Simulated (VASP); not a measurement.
# Au (Fm-3m) in VASP: further runs, part 2 of 2

VASP 6.6.1.

## Step 3: Single point, PBE (16.36 Å³/atom)

This run uses another cell than the first one, of 16.36 Å³/atom.

File INCAR:

```
PREC = Accurate ; ENCUT = 500
EDIFF = 1E-6 ; ISMEAR = 0
SIGMA = 0.1 ; LREAL = False
LASPH = True ; NELM = 120
ALGO = Normal ; ISIF = 2
LWAVE = False ; LCHARG = False
GGA = PE ; NBANDS = 12
GGA_COMPAT = False
```

File KPOINTS:

```
regular mesh
0
Gamma
  18 18 18
```

File POSCAR:

```
Au
1.0
    0.0000000000      2.0149616599      2.0149616599
    2.0149616599      0.0000000000      2.0149616599
    2.0149616599      2.0149616599      0.0000000000
Au
1
Direct
    0.0000000000      0.0000000000      0.0000000000
```

Potentials or basis: VASP PAW PBE potentials, release 64 (Au).

Run with:

```console
$ cat potpaw_PBE.64/Au/POTCAR > POTCAR
$ mpirun -np 1 vasp_std > vasp.out
```

OUTCAR:

```text
PREC = Accurate
   ENCUT = 500
   EDIFF = 1E-6
   ISMEAR = 0
   LREAL = False
   LASPH = True
   NELM = 120
   ISIF = 2
   GGA = PE

 ion  position               nearest neighbor table
   1  0.000  0.000  0.000-

  LATTYP: Found a face centered cubic cell.
 ALAT       =     4.0299233198

  Lattice vectors:

 A1 = (   0.0000000000,   2.0149616599,   2.0149616599)
 A2 = (   2.0149616599,   0.0000000000,   2.0149616599)
 A3 = (   2.0149616599,   2.0149616599,   0.0000000000)

Analysis of symmetry for initial positions (statically):
=====================================================================
 Subroutine PRICEL returns:
 Original cell was already a primitive cell.

 Routine SETGRP: Setting up the symmetry group for a
 face centered cubic supercell.

 Subroutine GETGRP returns: Found 48 space group operations
 (whereof 48 operations were pure point group operations)
 out of a pool of 48 trial point group operations.

The static configuration has the point symmetry O_h .

Analysis of symmetry for dynamics (positions and initial velocities):
=====================================================================
 Subroutine PRICEL returns:
 Original cell was already a primitive cell.

 Routine SETGRP: Setting up the symmetry group for a
 face centered cubic supercell.

 Subroutine GETGRP returns: Found 48 space group operations
 (whereof 48 operations were pure point group operations)
 out of a pool of 48 trial point group operations.

The dynamic configuration has the point symmetry O_h .

 Subroutine INISYM returns: Found 48 space group operations
 (whereof 48 operations are pure point group operations),
 and found     1 'primitive' translations

----------------------------------------------------------------------------------------

                                     Primitive cell

  volume of cell :      16.3618

  direct lattice vectors                    reciprocal lattice vectors
     0.000000000  2.014961660  2.014961660    -0.248143679  0.248143679  0.248143679
     2.014961660  0.000000000  2.014961660     0.248143679 -0.248143679  0.248143679
     2.014961660  2.014961660  0.000000000     0.248143679  0.248143679 -0.248143679

  length of vectors
     2.849586107  2.849586107  2.849586107     0.429797460  0.429797460  0.429797460

  position of ions in fractional coordinates (direct lattice)
     0.000000000  0.000000000  0.000000000

  ion indices of the primitive-cell ions
   primitive index   ion index
                 1           1

----------------------------------------------------------------------------------------

 KPOINTS: regular mesh

Automatic generation of k-mesh.
 Grid dimensions read from file:
 generate k-points for:   18   18   18

 Generating k-lattice:

  Cartesian coordinates                     Fractional coordinates (reciprocal lattice)
    -0.013785760  0.013785760  0.013785760     0.055555556  0.000000000  0.000000000
     0.013785760 -0.013785760  0.013785760     0.000000000  0.055555556  0.000000000
     0.013785760  0.013785760 -0.013785760     0.000000000  0.000000000  0.055555556

  Length of vectors
     0.023877637  0.023877637  0.023877637

  Shift w.r.t. Gamma in fractional coordinates (k-lattice)
     0.000000000  0.000000000  0.000000000

 Subroutine IBZKPT returns following result:
 ===========================================

 Found    195 irreducible k-points:

 Following reciprocal coordinates:
            Coordinates               Weight
  0.000000  0.000000  0.000000      1.000000
  0.055556  0.000000  0.000000      8.000000
  0.111111  0.000000  0.000000      8.000000
  0.166667  0.000000  0.000000      8.000000
  0.222222  0.000000  0.000000      8.000000
  0.277778  0.000000  0.000000      8.000000
[... 16 lines left out ...]
 -0.277778  0.055556  0.000000     24.000000
 -0.222222  0.055556  0.000000     24.000000
 [... further k-points ...]
   k-points           NKPTS =    195   k-points in BZ     NKDIM =    195   number of bands    NBANDS=     12
   number of dos      NEDOS =    301   number of ions     NIONS =      1
   total plane-waves  NPLWV =  13824
   dimension x,y,z NGX =    24 NGY =   24 NGZ =   24
   dimension x,y,z NGXF=    48 NGYF=   48 NGZF=   48
   ions per type =               1
   NGX,Y,Z   is equivalent  to a cutoff of  14.00, 14.00, 14.00 a.u.
   NGXF,Y,Z  is equivalent  to a cutoff of  28.00, 28.00, 28.00 a.u.
 SYSTEM =  unknown system
   PREC   = accura    normal or accurate (medium, high low for compatibility)
   ISTART =      0    job   : 0-new  1-cont  2-samecut
   ICHARG =      2    charge: 1-file 2-atom 10-const
   ISPIN  =      1    spin polarized calculation?
   LNONCOLLINEAR =      F non collinear calculations
   LSORBIT =      F    spin-orbit coupling
   LASPH  =      T    aspherical Exc in radial PAW
   ENCUT  =  500.0 eV  36.75 Ry    6.06 a.u.   5.20  5.20  5.20*2*pi/ulx,y,z
   NELM   =    120;   NELMIN=  2; NELMDL= -5     # of ELM steps
   EDIFF  = 0.1E-05   stopping-criterion for ELM
   LREAL  =      F    real-space projection
   EDIFFG = 0.1E-04   stopping-criterion for IOM
   NSW    =      0    number of steps for IOM
   IBRION =     -1    ionic relax: 0-MD 1-quasi-New 2-CG
   NFREE  =      0    steps in history (QN), initial steepest desc. (CG)
   ISIF   =      2    stress and relaxation
   ISYM   =      2    0-nonsym 1-usesym 2-fastsym
   POTIM  = 0.5000    time-step for ionic-motion
   TEBEG  =    0.0;   TEEND  =   0.0 temperature during run
   PSTRESS=    0.0 pullay stress
   NELECT =      11.0000    total number of electrons
   NUPDOWN=      -1.0000    fix difference up-down
   EMIN   =  10.00;   EMAX   =-10.00  energy-range for DOS
   EFERMI =   0.00;   METHOD = LEGACY
   ISMEAR =     0;   SIGMA  =   0.10  broadening in eV -4-tet -1-fermi 0-gaus
   EFERMI_NEDOS =   21; number of points for ismear=-14 and -15
   IALGO  =     38    algorithm
   IMIX   =      4    mixing-type and parameters
     AMIX     =   0.40;   BMIX     =  1.00
     AMIX_MAG =   1.60;   BMIX_MAG =  1.00
  volume/ion in A,a.u.               =      16.36       110.41
  Fermi-wavevector in a.u.,A,eV,Ry     =   1.434153  2.710157 27.984408  2.056796
  Thomas-Fermi vector in A             =   2.553593
   LORBIT       =      0    0 simple, 1 ext, 2 COOP (PROOUT), +10 PAW based schemes
   GGA     = PE    functional components
   LHFCALC =     F    Hartree Fock is set to
   AEXX    =    0.0000 exact exchange contribution
   IVDW    =     0    specifies the selected vdW correction
   LEPSILON=     F    determine dielectric tensor
   LRPA    =     F    only Hartree local field effects (RPA)
 non-spin polarized calculation
 Gauss-broadening in eV      SIGMA  =   0.10
  energy-cutoff  :      500.00
  volume of cell :       16.36
 maximum number of plane-waves:       432
 NGX is ok and might be reduce to    24
   NGX = 11   NGY = 11   NGZ = 11

 number of electron      10.9999999 magnetization

 Free energy of the ion-electron system (eV)
  ---------------------------------------------------
  ext. energy  EPLUGINS =         0.00000000
  ---------------------------------------------------
  free energy    TOTEN  =        -3.14531737 eV

  energy without entropy =       -3.14387217  energy(sigma->0) =       -3.14459477

 E-fermi :  10.1710     XC(G=0): -12.9621

 val. band max:       10.1564369171   @ k =   0.5000   0.1667   0.0556
 cond. band min:      10.1881180972   @ k =   0.5000   0.2778   0.1111
 fundamental gap:      0.0316811801
 Fermi energy:        10.1709924860

 k-point     1 :       0.0000    0.0000    0.0000
  band No.  band energies     occupation
      1      -0.1255      2.00000
      2       5.2536      2.00000
      3       5.2536      2.00000
      4       5.2536      2.00000
      5       6.8811      2.00000
      6       6.8811      2.00000
      7      24.6266      0.00000
      8      28.8630      0.00000
      9      28.8630      0.00000
     10      28.8630      0.00000
     11      33.8999      0.00000
     12      39.0139      0.00000

 k-point     2 :       0.0556    0.0000    0.0000
  band No.  band energies     occupation
      1      -0.0134      2.00000
      2       5.2146      2.00000
      3       5.2935      2.00000
      4       5.2935      2.00000
      5       6.8621      2.00000
      6       6.8621      2.00000
      7      24.7686      0.00000
      8      28.1525      0.00000
      9      29.0057      0.00000
     10      29.0057      0.00000
     11      34.5508      0.00000
     12      37.5879      0.00000
[... 316 lines left out ...]
 k-point    24 :      -0.2222    0.0556    0.0000
  band No.  band energies     occupation
      1       1.7298      2.00000
      2       4.9597      2.00000
      3       5.5763      2.00000
      4       5.6178      2.00000
      5       6.7735      2.00000
      6       7.2925      2.00000
      7      22.0304      0.00000
      8      25.8556      0.00000
      9      29.1375      0.00000
     10      31.2589      0.00000
     11      32.0662      0.00000
     12      33.4634      0.00000

 [... further k-points ...]
[... 5 lines left out ...]
  --------------------------------------------------------------------------------------
  -------------------------------------------------------------------------------------
  Total        1.7414651      1.7414651      1.7414651      0.0000000      0.0000000      0.0000000
  in kB      170.5277245    170.5277245    170.5277245      0.0000000      0.0000000      0.0000000
  external PRESSURE =     170.5277245 kB  Pullay stress =       0.0000000 kB

 VOLUME and BASIS-vectors are now :
 -----------------------------------------------------------------------------
  energy-cutoff  :      500.00
  volume of cell :       16.36
      direct lattice vectors                 reciprocal lattice vectors
     0.000000000  2.014961660  2.014961660    -0.248143679  0.248143679  0.248143679
     2.014961660  0.000000000  2.014961660     0.248143679 -0.248143679  0.248143679
     2.014961660  2.014961660  0.000000000     0.248143679  0.248143679 -0.248143679

 POSITION                                       TOTAL-FORCE (eV/Angst)
 -----------------------------------------------------------------------------------
      0.00000      0.00000      0.00000         0.000000      0.000000      0.000000
 -----------------------------------------------------------------------------------
    total drift:                               -0.000000      0.000000      0.000000

  FREE ENERGIE OF THE ION-ELECTRON SYSTEM (eV)
  ---------------------------------------------------
  free  energy   TOTEN  =        -3.1453173672 eV

  energy  without entropy=       -3.1438721744  energy(sigma->0) =       -3.14459477
```

stdout:

```text
POSCAR found type information on POSCAR Au
 POSCAR found :  1 types and       1 ions
 scaLAPACK will be used
 LDA part: xc-table for (Slater+PW92), standard interpolation
 POSCAR, INCAR and KPOINTS ok, starting setup
 FFT: planning ... GRIDC
 FFT: planning ... GRID_SOFT
 FFT: planning ... GRID
 WAVECAR not read
 entering main loop
```

Run time: 10 s. Hardware: 1 thread of Intel Xeon 6975P-C (Granite Rapids), shared host; peak memory 0.16 GiB.

What came out:

```yaml
Free_energy: -3.1453 eV
Pressure: 17.1 GPa
Band_gap_on_the_k_mesh: zero (an odd number of electrons rules out a gap without spin polarisation)
```

Caveat: the cell stands under pressure; spin-orbit coupling is left out, which moves the levels of the heavy elements.

## Step 4: Single point, PBE (16.90 Å³/atom)

This run uses another cell than the first one, of 16.90 Å³/atom.

File INCAR:

```
SYSTEM = Au
ALGO = Normal
EDIFF = 1E-6
ENCUT = 500
GGA = PE
GGA_COMPAT = .False.
ISIF = 2
ISMEAR = 0
LASPH = .True.
LCHARG = .False.
LREAL = .False.
LWAVE = .False.
NBANDS = 12
NELM = 120
PREC = Accurate
SIGMA = 0.1
```

File KPOINTS:

```
k-points
0
Gamma
  18 18 18
  0 0 0
```

File POSCAR:

```
Au
1.0
    0.0000000000      2.0368651331      2.0368651331
    2.0368651331      0.0000000000      2.0368651331
    2.0368651331      2.0368651331      0.0000000000
Au
1
Direct
    0.0000000000      0.0000000000      0.0000000000
```

Run with:

```console
$ cat potpaw_PBE.64/Au/POTCAR > POTCAR
$ mpirun -np 1 vasp_std > vasp.out
```

Run time: 11 s. Hardware: 1 thread of Intel Xeon 6975P-C (Granite Rapids), shared host; peak memory 0.17 GiB.

Results (log left out):

```
Free energy            : -3.1910 eV
Pressure               : 10.1 GPa
Band gap on the k mesh : zero (an odd number of electrons rules out a gap without spin polarisation)
```

Levels at points of the mesh, in eV from the Fermi level:
```csv
k point,band 2,band 3,band 4,band 5,band 6,band 7,band 8,band 9,band 10,band 11
"(0.00, 0.00, 0.00)",-4.72,-4.72,-4.72,-3.18,-3.18,14.53,18.57,18.57,18.57,23.50
"(0.50, 0.00, 0.00)",-4.76,-4.76,-1.96,-1.96,-0.98,3.13,13.98,17.21,17.21,25.07
"(0.50, 0.50, 0.00)",-6.81,-2.01,-1.64,-1.64,1.01,5.86,10.05,10.05,17.32,19.95
```

Caveat: the cell stands under pressure; spin-orbit coupling is left out, which moves the levels of the heavy elements.

## Step 5: The runs side by side

| cell | k mesh | gap on the mesh (eV) | pressure (GPa) |
| --- | --- | --- | --- |
| a = 2.945 Å, angles 60.0°, 1 atom | 8 × 8 × 8 | none | -0.2 |
| a = 2.850 Å, angles 60.0°, 1 atom | 18 × 18 × 18 | none | 17.1 |
| a = 2.881 Å, angles 60.0°, 1 atom | 18 × 18 × 18 | none | 10.1 |

Alike in all rows: task single point; level PBE; potentials or basis VASP PAW PBE potentials, release 64 (Au); no spin polarisation; cutoff (eV) 500; smearing gaussian 0.1 eV.

Caveats: spin-orbit coupling is left out, which moves the levels of the heavy elements; the cell stands under pressure (at least some runs).

Total energies depend on the potentials used, so only differences within one code and one set of settings carry meaning.
